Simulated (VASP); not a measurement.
## Sn3Te: relaxation of cell and atoms with PBEsol

Sn3Te:

```
Te Sn
1.0
     4.86562    0.00000    0.00000
     0.00000    4.86562    0.00000
     0.00000    0.00000    4.86562
Te Sn
1 3
Direct
  0.00000 0.00000 0.00000
  0.00000 0.50000 0.50000
  0.50000 0.00000 0.50000
  0.50000 0.50000 0.00000
```

- Program: VASP 6.6.1
- Task: relaxation of cell and atoms
- Functional: PBEsol
- Potentials or basis: VASP PAW PBE potentials, release 64 (Te, Sn_d)
- Cutoff: 600 eV
- k mesh: 6 × 6 × 6
- Occupations: fermi-dirac, width 0.05 eV
- Spin: no spin polarisation
- Target pressure: 30 GPa
- Dipole correction: no
- Further INCAR settings: ALGO = Normal; EDIFF = 1e-07; IBRION = 2; EDIFFG = -0.01; NSW = 80; ISIF = 3

```
Relaxed volume                                             : 20.30 Å³/atom
Relaxed cell                                               : a = 4.331 Å, b = 4.331 Å, c = 4.331 Å, α = 90.00°, β = 90.00°, γ = 90.00°
Space group after relaxing (to 0.1 Å)                      : Pm-3m (No. 221)
Energy change on relaxing (the run minimises the enthalpy) : +486.0 meV/atom
Ionic steps                                                : 17
Pressure after relaxing                                    : 30.0 GPa
Band gap on the k mesh                                     : zero (bands 24 and 25 overlap by 5.85 eV)
```

The path:
| step | energy change (eV) | largest force (eV/Å) | pressure (GPa) | volume (Å³) |
| --- | --- | --- | --- | --- |
| 1 | 0.0000 | 0.0000 | -2.36 | 115.19 |
| 2 | 38.0370 | 0.0000 | 454.02 | 42.89 |
| 3 | 1.1165 | 0.0000 | 20.32 | 86.54 |
| 4 | 1.4445 | 0.0000 | 24.23 | 84.18 |
| 5 | 1.9705 | 0.0000 | 30.30 | 81.08 |
| 6 | 1.8584 | 0.0000 | 29.02 | 81.68 |
| 7 | 1.8634 | 0.0000 | 29.08 | 81.65 |
| 8 | 1.8785 | 0.0000 | 29.30 | 81.57 |
| 9 | 1.8788 | 0.0000 | 29.25 | 81.57 |
| 10 | 1.8795 | 0.0000 | 29.27 | 81.57 |
| 11 | 1.8810 | 0.0000 | 29.28 | 81.56 |
| 12 | 1.8839 | 0.0000 | 29.31 | 81.54 |
| 13 | 1.8898 | 0.0000 | 29.38 | 81.51 |
| 14 | 1.9015 | 0.0000 | 29.51 | 81.45 |
| 15 | 1.9252 | 0.0000 | 29.78 | 81.32 |
| 16 | 1.9731 | 0.0000 | 30.33 | 81.06 |
| 17 | 1.9441 | 0.0000 | 30.00 | 81.22 |

Final structure:
```cif
data_structure
_symmetry_space_group_name_H-M 'P 1'
_symmetry_Int_Tables_number 1
_cell_length_a 4.3306
_cell_length_b 4.3306
_cell_length_c 4.3306
_cell_angle_alpha 90.000
_cell_angle_beta 90.000
_cell_angle_gamma 90.000
_cell_volume 81.22
loop_
_atom_site_label
_atom_site_type_symbol
_atom_site_fract_x
_atom_site_fract_y
_atom_site_fract_z
_atom_site_occupancy
Te1 Te 0.00000 0.00000 0.00000 1
Sn1 Sn 0.00000 0.50000 0.50000 1
Sn2 Sn 0.50000 0.00000 0.50000 1
Sn3 Sn 0.50000 0.50000 0.00000 1
```

Levels at points of the mesh, in eV from the Fermi level:
```tsv
k point	band 20	band 21	band 22	band 23	band 24	band 25	band 26	band 27	band 28
(0.00, 0.00, 0.00)	-6.05	-4.81	-4.81	0.56	0.56	0.56	2.24	2.24	2.24
(0.50, 0.00, 0.00)	-4.33	-3.93	-2.81	-2.81	-2.08	-1.27	3.31	3.31	3.73
(0.50, 0.50, 0.00)	-3.01	-2.31	-1.59	-1.59	-0.64	-0.64	-0.41	-0.21	5.09
(0.50, 0.50, 0.50)	-7.47	-7.47	-7.47	-6.40	4.59	4.59	4.59	7.44	7.63
```

Run time: 8.3 min on 1 thread of Intel(R) Xeon(R) Platinum 8488C (Sapphire Rapids), with other jobs on the host, peak memory 0.28 GiB.

Caveat: the cell is relaxed towards a set pressure, so the run minimises the enthalpy, not the energy; the volume moved by over 15 % at a fixed basis, so the end points are rough; the PAW data sets were made with another functional, which shifts forces and pressure a little; spin-orbit coupling is left out, which moves the levels of the heavy elements.
